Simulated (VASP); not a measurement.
# Os (P6_3/mmc) in VASP: further runs

The runs below take Os through single point, relaxation of cell and atoms, with PBEsol.

Everything below comes from runs of VASP 6.6.1. Logs are shortened: lines on timing, memory, paths and dates and some standing lists are left out, and cuts for length are marked.

**1. The cell of the first run**

The structure is hexagonal, space group P6_3/mmc (No. 194). The conventional cell has a = 2.727 Å, b = 2.727 Å, c = 4.314 Å, α = 90.00°, β = 90.00°, γ = 120.00°. Os (site symmetry -6m2) has 12 Os at 2.67 to 2.73 Å within 3.5 Å.

**2. Single point, PBEsol**

INCAR reads:

```
SYSTEM = Os
ALGO     = Normal         ! electronic algorithm
EDIFF    = 1E-6           ! SCF threshold, eV
ENCUT    = 520            ! plane-wave cutoff, eV
GGA      = PS             ! functional
ISIF     = 2              ! what is computed and relaxed
ISMEAR   = 0              ! smearing method
LASPH    = .True.         ! aspherical terms in the spheres
LCHARG   = .False.        ! write CHGCAR
LREAL    = .False.        ! projectors in reciprocal space
LWAVE    = .False.        ! write WAVECAR
NBANDS   = 15             ! bands
NELM     = 100            ! most SCF steps
PREC     = Accurate       ! precision mode
SIGMA    = 0.05           ! smearing width, eV
```

KPOINTS reads:

```
k-points
0
Gamma
  18 18 10
  0 0 0
```

POSCAR reads:

```
Os
1.0
    2.7267727410      0.0000000000      0.0000000000
   -1.3633863705      2.3614544640      0.0000000000
    0.0000000000      0.0000000000      4.3142450885
Os
2
Direct
    0.3333333333      0.6666666667      0.7500000000
    0.6666666667      0.3333333333      0.2500000000
```

Potentials or basis: VASP PAW PBE potentials, release 64 (Os).

Command:

```sh
$ cat potpaw_PBE.64/Os/POTCAR > POTCAR
$ mpirun -np 1 vasp_std > vasp.out
```

OUTCAR:

```text
SYSTEM = Os
   EDIFF = 1E-6
   ENCUT = 520
   GGA = PS
   ISIF = 2
   ISMEAR = 0
   LASPH = .True.
   LREAL = .False.
   NELM = 100
   PREC = Accurate

 ion  position               nearest neighbor table
   1  0.333  0.667  0.750-   2 2.67   2 2.67   2 2.67   2 2.67   2 2.67   2 2.67
   2  0.667  0.333  0.250-   1 2.67   1 2.67   1 2.67   1 2.67   1 2.67   1 2.67

  LATTYP: Found a hexagonal cell.
 ALAT       =     2.7267727410
 C/A-ratio  =     1.5821799241

  Lattice vectors:

 A1 = (   2.7267727410,   0.0000000000,   0.0000000000)
 A2 = (  -1.3633863705,   2.3614544640,   0.0000000000)
 A3 = (   0.0000000000,   0.0000000000,   4.3142450885)

Analysis of symmetry for initial positions (statically):
=====================================================================
 Subroutine PRICEL returns:
 Original cell was already a primitive cell.

 Routine SETGRP: Setting up the symmetry group for a
 hexagonal supercell.

 Subroutine GETGRP returns: Found 24 space group operations
 (whereof 12 operations were pure point group operations)
 out of a pool of 24 trial point group operations.

The static configuration has the point symmetry D_3d.
 The point group associated with its full space group is D_6h.

Analysis of symmetry for dynamics (positions and initial velocities):
=====================================================================
 Subroutine PRICEL returns:
 Original cell was already a primitive cell.

 Routine SETGRP: Setting up the symmetry group for a
 hexagonal supercell.

 Subroutine GETGRP returns: Found 24 space group operations
 (whereof 12 operations were pure point group operations)
 out of a pool of 24 trial point group operations.

The dynamic configuration has the point symmetry D_3d.
 The point group associated with its full space group is D_6h.

 Subroutine INISYM returns: Found 24 space group operations
 (whereof 12 operations are pure point group operations),
 and found     1 'primitive' translations

----------------------------------------------------------------------------------------

                                     Primitive cell

  volume of cell :      27.7801

  direct lattice vectors                    reciprocal lattice vectors
     2.726772741  0.000000000  0.000000000     0.366733899  0.211733916  0.000000000
    -1.363386370  2.361454464  0.000000000     0.000000000  0.423467831  0.000000000
     0.000000000  0.000000000  4.314245088     0.000000000  0.000000000  0.231790262

  length of vectors
     2.726772741  2.726772741  4.314245088     0.423467831  0.423467831  0.231790262

  position of ions in fractional coordinates (direct lattice)
     0.333333333  0.666666667  0.750000000
     0.666666667  0.333333333  0.250000000

  ion indices of the primitive-cell ions
   primitive index   ion index
                 1           1
                 2           2

----------------------------------------------------------------------------------------

 KPOINTS: k-points

Automatic generation of k-mesh.
 Grid dimensions read from file:
 generate k-points for:   18   18   10

 Generating k-lattice:

  Cartesian coordinates                     Fractional coordinates (reciprocal lattice)
     0.020374106  0.011762995  0.000000000     0.055555556  0.000000000  0.000000000
     0.000000000  0.023525991  0.000000000     0.000000000  0.055555556  0.000000000
     0.000000000  0.000000000  0.023179026     0.000000000  0.000000000  0.100000000

  Length of vectors
     0.023525991  0.023525991  0.023179026

  Shift w.r.t. Gamma in fractional coordinates (k-lattice)
     0.000000000  0.000000000  0.000000000

 Subroutine IBZKPT returns following result:
 ===========================================

 Found    222 irreducible k-points:

 Following reciprocal coordinates:
            Coordinates               Weight
  0.000000  0.000000  0.000000      1.000000
  0.055556  0.000000  0.000000      6.000000
  0.111111  0.000000  0.000000      6.000000
  0.166667  0.000000  0.000000      6.000000
  0.222222  0.000000  0.000000      6.000000
  0.277778  0.000000  0.000000      6.000000
[... 16 lines left out ...]
  0.333333  0.111111  0.000000     12.000000
  0.388889  0.111111  0.000000     12.000000
 [... further k-points ...]
   k-points           NKPTS =    222   k-points in BZ     NKDIM =    222   number of bands    NBANDS=     15
   number of dos      NEDOS =    301   number of ions     NIONS =      2
   total plane-waves  NPLWV =  12800
   dimension x,y,z NGX =    20 NGY =   20 NGZ =   32
   dimension x,y,z NGXF=    40 NGYF=   40 NGZF=   64
   ions per type =               2
   NGX,Y,Z   is equivalent  to a cutoff of  12.19, 12.19, 12.33 a.u.
   NGXF,Y,Z  is equivalent  to a cutoff of  24.39, 24.39, 24.66 a.u.
 SYSTEM =  Os
   PREC   = accura    normal or accurate (medium, high low for compatibility)
   ISTART =      0    job   : 0-new  1-cont  2-samecut
   ICHARG =      2    charge: 1-file 2-atom 10-const
   ISPIN  =      1    spin polarized calculation?
   LNONCOLLINEAR =      F non collinear calculations
   LSORBIT =      F    spin-orbit coupling
   LASPH  =      T    aspherical Exc in radial PAW
   ENCUT  =  520.0 eV  38.22 Ry    6.18 a.u.   5.07  5.07  8.02*2*pi/ulx,y,z
   NELM   =    100;   NELMIN=  2; NELMDL= -5     # of ELM steps
   EDIFF  = 0.1E-05   stopping-criterion for ELM
   LREAL  =      F    real-space projection
   EDIFFG = 0.1E-04   stopping-criterion for IOM
   NSW    =      0    number of steps for IOM
   IBRION =     -1    ionic relax: 0-MD 1-quasi-New 2-CG
   NFREE  =      0    steps in history (QN), initial steepest desc. (CG)
   ISIF   =      2    stress and relaxation
   ISYM   =      2    0-nonsym 1-usesym 2-fastsym
   POTIM  = 0.5000    time-step for ionic-motion
   TEBEG  =    0.0;   TEEND  =   0.0 temperature during run
   PSTRESS=    0.0 pullay stress
   NELECT =      16.0000    total number of electrons
   NUPDOWN=      -1.0000    fix difference up-down
   EMIN   =  10.00;   EMAX   =-10.00  energy-range for DOS
   EFERMI =   0.00;   METHOD = LEGACY
   ISMEAR =     0;   SIGMA  =   0.05  broadening in eV -4-tet -1-fermi 0-gaus
   EFERMI_NEDOS =   21; number of points for ismear=-14 and -15
   IALGO  =     38    algorithm
   IMIX   =      4    mixing-type and parameters
     AMIX     =   0.40;   BMIX     =  1.00
     AMIX_MAG =   1.60;   BMIX_MAG =  1.00
  volume/ion in A,a.u.               =      13.89        93.73
  Fermi-wavevector in a.u.,A,eV,Ry     =   1.362083  2.573964 25.242499  1.855271
  Thomas-Fermi vector in A             =   2.488604
   LORBIT       =      0    0 simple, 1 ext, 2 COOP (PROOUT), +10 PAW based schemes
   GGA     = PS    functional components
   LHFCALC =     F    Hartree Fock is set to
   AEXX    =    0.0000 exact exchange contribution
   IVDW    =     0    specifies the selected vdW correction
   LEPSILON=     F    determine dielectric tensor
   LRPA    =     F    only Hartree local field effects (RPA)
 non-spin polarized calculation
 Gauss-broadening in eV      SIGMA  =   0.05
  energy-cutoff  :      520.00
  volume of cell :       27.78
 maximum number of plane-waves:       768
   NGX = 11   NGY = 11   NGZ = 17

 number of electron      15.9999998 magnetization

 Free energy of the ion-electron system (eV)
  ---------------------------------------------------
  ext. energy  EPLUGINS =         0.00000000
  ---------------------------------------------------
  free energy    TOTEN  =       -24.48287806 eV

  energy without entropy =      -24.48108652  energy(sigma->0) =      -24.48198229

 E-fermi :   9.4105     XC(G=0): -14.1942

 val. band max:        9.4045562842   @ k =   0.2222   0.0556   0.3000
 cond. band min:       9.4235072567   @ k =   0.4444   0.1111   0.4000
 fundamental gap:      0.0189509725
 Fermi energy:         9.4104886779

 k-point     1 :       0.0000    0.0000    0.0000
  band No.  band energies     occupation
      1      -1.6452      2.00000
      2       1.5196      2.00000
      3       6.3141      2.00000
      4       6.3141      2.00000
      5       6.5560      2.00000
      6       7.1657      2.00000
      7       7.1657      2.00000
      8       7.8467      2.00000
      9       7.8467      2.00000
     10       9.3942      1.35442
     11      11.1262      0.00000
     12      11.1262      0.00000
     13      18.5233      0.00000
     14      23.4550      0.00000
     15      26.1723      0.00000

 k-point     2 :       0.0556    0.0000    0.0000
  band No.  band energies     occupation
      1      -1.5184      2.00000
      2       1.6333      2.00000
      3       6.0202      2.00000
      4       6.4260      2.00000
      5       6.8145      2.00000
      6       7.0878      2.00000
      7       7.2704      2.00000
      8       7.6918      2.00000
      9       7.7546      2.00000
     10       8.7965      2.00000
     11      11.1906      0.00000
     12      11.9101      0.00000
     13      18.5147      0.00000
     14      23.7207      0.00000
     15      26.3404      0.00000

 k-point     3 :       0.1111    0.0000    0.0000
  band No.  band energies     occupation
      1      -1.1485      2.00000
      2       1.9519      2.00000
      3       5.5934      2.00000
      4       6.7578      2.00000
      5       6.8473      2.00000
      6       7.0655      2.00000
      7       7.2146      2.00000
      8       7.5106      2.00000
      9       7.5795      2.00000
     10       8.1658      2.00000
     11      11.3540      0.00000
     12      13.2692      0.00000
     13      18.4686      0.00000
     14      24.4452      0.00000
     15      26.7808      0.00000
[... 343 lines left out ...]
 k-point    23 :       0.3333    0.1111    0.0000
  band No.  band energies     occupation
      1       2.3662      2.00000
      2       2.7455      2.00000
      3       3.2321      2.00000
      4       5.3895      2.00000
      5       5.8116      2.00000
      6       6.9247      2.00000
      7       7.1247      2.00000
      8      10.1831      0.00000
      9      11.0086      0.00000
     10      11.9178      0.00000
     11      12.3532      0.00000
     12      17.9684      0.00000
     13      18.5548      0.00000
     14      20.8607      0.00000
     15      21.0243      0.00000

 k-point    24 :       0.3889    0.1111    0.0000
  band No.  band energies     occupation
      1       2.5125      2.00000
      2       2.6304      2.00000
      3       2.9626      2.00000
      4       5.7585      2.00000
      5       5.8507      2.00000
      6       6.7469      2.00000
      7       7.4526      2.00000
      8      11.0195      0.00000
      9      11.4660      0.00000
     10      11.9473      0.00000
     11      13.3777      0.00000
     12      16.4179      0.00000
     13      18.8703      0.00000
     14      19.9613      0.00000
     15      21.7336      0.00000

 [... further k-points ...]
[... 5 lines left out ...]
  --------------------------------------------------------------------------------------
  -------------------------------------------------------------------------------------
  Total        0.0918362      0.0918362      0.0770267     -0.0000000     -0.0000000      0.0000000
  in kB        5.2965290      5.2965290      4.4424117     -0.0000000     -0.0000000      0.0000000
  external PRESSURE =       5.0118232 kB  Pullay stress =       0.0000000 kB

 VOLUME and BASIS-vectors are now :
 -----------------------------------------------------------------------------
  energy-cutoff  :      520.00
  volume of cell :       27.78
      direct lattice vectors                 reciprocal lattice vectors
     2.726772741  0.000000000  0.000000000     0.366733899  0.211733916  0.000000000
    -1.363386370  2.361454464  0.000000000     0.000000000  0.423467831  0.000000000
     0.000000000  0.000000000  4.314245088     0.000000000  0.000000000  0.231790262

 POSITION                                       TOTAL-FORCE (eV/Angst)
 -----------------------------------------------------------------------------------
     -0.00000      1.57430      3.23568         0.000000      0.000000      0.000000
      1.36339      0.78715      1.07856        -0.000000      0.000000      0.000000
 -----------------------------------------------------------------------------------
    total drift:                               -0.000000      0.000000     -0.000000

  FREE ENERGIE OF THE ION-ELECTRON SYSTEM (eV)
  ---------------------------------------------------
  free  energy   TOTEN  =       -24.4828780563 eV

  energy  without entropy=      -24.4810865161  energy(sigma->0) =      -24.48198229
```

Run time: 38 s. Hardware: 1 thread of AMD EPYC 9R14 (Zen 4), shared host; peak memory 0.17 GiB.

Results:

```yaml
Free_energy: -24.4829 eV
Pressure: 0.5 GPa
Band_gap_on_the_k_mesh: zero (bands 8 and 9 overlap by 4.00 eV)
```

Caveat: the PAW data sets were made with another functional, which shifts forces and pressure a little; spin-orbit coupling is left out, which moves the levels of the heavy elements.

(Part 1 of 2 ends here.)
